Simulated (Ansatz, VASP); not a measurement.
**One calculation of Al2O3, two programs**

INCAR

```
PREC = Accurate
ENCUT = 520
EDIFF = 1E-6
ISMEAR = 0
SIGMA = 0.05
LREAL = False
LASPH = True
NELM = 60
ALGO = Normal
ISIF = 2
LWAVE = False
LCHARG = False
GGA = PS
NBANDS = 35
```

File KPOINTS:

```
regular mesh
0
Gamma
  6 6 6
```

Contents of POSCAR:

```
Al2O3
1.0
    2.4416028330      1.4096600529      4.8080042988
   -2.4416028330      1.4096600529      4.8080042988
    0.0000000000     -2.8193201058      4.8080042988
Al O
4 6
Direct
    0.8520350473      0.8520350473      0.8520350473
    0.6479649527      0.6479649527      0.6479649527
    0.1479649527      0.1479649527      0.1479649527
    0.3520350473      0.3520350473      0.3520350473
    0.0558571577      0.4441428423      0.7500000000
    0.7500000000      0.0558571577      0.4441428423
    0.4441428423      0.7500000000      0.0558571577
    0.9441428423      0.5558571577      0.2500000000
    0.2500000000      0.9441428423      0.5558571577
    0.5558571577      0.2500000000      0.9441428423
```

Input for Ansatz:

```yaml
crystal:
  lattice:
    - [2.441602833, 1.4096600529, 4.8080042988]
    - [-2.441602833, 1.4096600529, 4.8080042988]
    - [0.0, -2.8193201058, 4.8080042988]
  atoms:
    - { symbol: Al, position: [0.8520350473, 0.8520350473, 0.8520350473] }
    - { symbol: Al, position: [0.6479649527, 0.6479649527, 0.6479649527] }
    - { symbol: Al, position: [0.1479649527, 0.1479649527, 0.1479649527] }
    - { symbol: Al, position: [0.3520350473, 0.3520350473, 0.3520350473] }
    - { symbol: O, position: [0.0558571577, 0.4441428423, 0.75] }
    - { symbol: O, position: [0.75, 0.0558571577, 0.4441428423] }
    - { symbol: O, position: [0.4441428423, 0.75, 0.0558571577] }
    - { symbol: O, position: [0.9441428423, 0.5558571577, 0.25] }
    - { symbol: O, position: [0.25, 0.9441428423, 0.5558571577] }
    - { symbol: O, position: [0.5558571577, 0.25, 0.9441428423] }
basis:
  ecutwfc: 520.0
kpoints:
  mp_grid: { grid: [6, 6, 6] }
hamiltonian:
  xc: pbesol
  pseudopotentials: { kind: paw, azcp: { folder: soft_1 } }
scf:
  occupations: { method: gaussian, width: 0.05 }
output:
  forces: true
  stress: true
  eigenvalues: true
```

Alike in both runs: task single point; functional PBEsol; k mesh 6 × 6 × 6; occupations gaussian, width 0.05 eV; no spin polarisation.

```csv
,VASP,Ansatz
version,VASP 6.6.1,Ansatz 0.2.0
potentials or method,"VASP PAW PBE potentials, release 64 (Al, O), cutoff 520 eV","scalar-relativistic, plane waves, PAW"
valence electrons in the cell,48,48
```

Ansatz gave:

* gap on the k mesh at the Fermi level (eV): 3.98
* least direct gap on the mesh (eV): 3.98
* pressure (GPa): -25.8
* traceless stress, the component that is largest in VASP (GPa): -16.47
* rms of the force components (eV/Å): 0.056

Problem. Estimate VASP's values.

Solution. gap on the k mesh at the Fermi level (eV): 3.98; least direct gap on the mesh (eV): 3.98; pressure (GPa): -25.8; traceless stress, the component that is largest in VASP (GPa): -16.52; rms of the force components (eV/Å): 0.055.

VASP's potentials were made for PBE, not for PBEsol, and Ansatz warns of the same on its side. Atom by atom the forces differ by 0.003 eV/Å (rms over components). The functional is the same, so the differences come from potentials, cutoffs and numerics.
